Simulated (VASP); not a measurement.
HfO2: relaxation of cell and atoms with PBE

Crystal: HfO2.

```
Hf O
1.0
    -1.97117    1.97117    5.04672
     1.97117   -1.97117    5.04672
     1.97117    1.97117   -5.04672
Hf O
2 4
Direct
  0.00000 0.00000 0.00000
  0.75000 0.25000 0.50000
  0.95530 0.45530 0.50000
  0.20530 0.20530 0.00000
  0.54470 0.04470 0.50000
  0.79470 0.79470 0.00000
```

| Item | Value |
| --- | --- |
| Program | VASP 6.6.1 |
| Task | relaxation of cell and atoms |
| Functional | PBE |
| Potentials or basis | VASP PAW PBE potentials, release 64 (Hf_pv, O) |
| Cutoff | 600 eV |
| k mesh | 8 × 8 × 8 |
| Occupations | gaussian, width 0.1 eV |
| Spin | no spin polarisation |
| Dipole correction | no |
| Further INCAR settings | ALGO = Normal; EDIFF = 1e-07; IBRION = 2; EDIFFG = -0.05; NSW = 80; ISIF = 3 |

- Relaxed volume: 14.09 Å³/atom
- Relaxed cell: a = 5.995 Å, b = 5.995 Å, c = 5.995 Å, α = 141.03°, β = 141.03°, γ = 56.29°
- Space group after relaxing (to 0.1 Å): I4_1/amd (No. 141)
- Energy gained by relaxing: 52.4 meV/atom
- Ionic steps: 10
- Pressure after relaxing: 0.5 GPa
- Largest force after relaxing: 0.014 eV/Å
- Band gap on the k mesh: 4.45 eV (least direct gap 4.69 eV)

Forces on the atoms (eV/Å):
```
Hf   0.000  0.000  0.000
Hf   0.000  0.000  0.000
O    0.000  0.000  0.014
O    0.000  0.000  0.014
O    0.000  0.000 -0.014
O    0.000  0.000 -0.014
```

The path:
| step | energy change (eV) | largest force (eV/Å) | pressure (GPa) | volume (Å³) |
| --- | --- | --- | --- | --- |
| 1 | 0.0000 | 0.3243 | 16.85 | 78.44 |
| 2 | 0.4339 | 0.8549 | -18.56 | 95.10 |
| 3 | -0.2917 | 0.2793 | -0.36 | 84.44 |
| 4 | -0.2921 | 0.2639 | 0.06 | 84.24 |
| 5 | -0.2920 | 0.2544 | 0.36 | 84.12 |
| 6 | -0.3004 | 0.1081 | 0.15 | 84.38 |
| 7 | -0.3024 | 0.0057 | 0.01 | 84.57 |
| 8 | -0.3083 | 0.0038 | -0.19 | 84.73 |
| 9 | -0.3143 | 0.0172 | -0.65 | 85.08 |
| 10 | -0.3145 | 0.0145 | 0.50 | 84.57 |

Final structure:
```cif
data_structure
_symmetry_space_group_name_H-M 'P 1'
_symmetry_Int_Tables_number 1
_cell_length_a 5.9955
_cell_length_b 5.9955
_cell_length_c 5.9955
_cell_angle_alpha 141.031
_cell_angle_beta 141.031
_cell_angle_gamma 56.291
_cell_volume 84.57
loop_
_atom_site_label
_atom_site_type_symbol
_atom_site_fract_x
_atom_site_fract_y
_atom_site_fract_z
_atom_site_occupancy
Hf1 Hf 0.00000 0.00000 0.00000 1
Hf2 Hf 0.75000 0.25000 0.50000 1
O1 O 0.95191 0.45191 0.50000 1
O2 O 0.20191 0.20191 0.00000 1
O3 O 0.54809 0.04809 0.50000 1
O4 O 0.79809 0.79809 0.00000 1
```

Levels at points of the mesh, in eV from the valence-band top:
| k point | band 19 | band 20 | band 21 | band 22 | band 23 | band 24 | band 25 | band 26 |
| --- | --- | --- | --- | --- | --- | --- | --- | --- |
| (0.00, 0.00, 0.00) | -0.42 | -0.42 | -0.28 | -0.28 | 4.45 | 5.49 | 5.74 | 7.07 |
| (0.50, 0.00, 0.00) | -1.43 | -0.63 | -0.56 | -0.37 | 5.90 | 5.99 | 6.55 | 6.63 |
| (0.50, 0.50, 0.00) | -1.41 | -1.41 | -0.06 | -0.06 | 5.95 | 5.95 | 6.16 | 6.16 |
| (0.50, 0.50, 0.50) | -0.71 | -0.71 | 0.00 | 0.00 | 5.04 | 5.04 | 6.82 | 6.82 |

It took 22 min on 1 thread of AMD EPYC 9R45 96-Core Processor (Zen 5) (shared host), peak memory 0.38 GiB.

Caveat: spin-orbit coupling is left out, which moves the levels of the heavy elements. A k mesh can miss the band edges.
